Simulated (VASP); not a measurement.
Runs of VASP 6.6.1 on Ti2C. The structure is that of space group R-3m (No. 166), or close to it. The cells are those of the table. 

```csv
cell,gap on the mesh (eV),pressure (GPa),largest force (eV/Å)
"a = 4.860 Å, angles 33.6°, 3 atoms",none,(c),2.94
"a = 4.681 Å, angles 34.9°, 3 atoms",none,79.7,(a)
"a = 4.706 Å, angles 36.3°, 3 atoms",none,44.4,2.58
"a = 5.041 Å, angles 32.4°, 3 atoms",none,46.1,(b)
```

Alike in all rows: task single point; level PBEsol; potentials or basis VASP PAW PBE potentials, release 64 (Ti_sv, C); no spin polarisation; k mesh 18 × 18 × 18; cutoff (eV) 520; smearing gaussian 0.15 eV.

Q: Fill in the values left out.

A: (a) 4.02; (b) 1.93; (c) 61.4.

Caveats: the PAW data sets were made with another functional, which shifts forces and pressure a little.

A gap of «none» marks levels without a gap at the run's occupations.
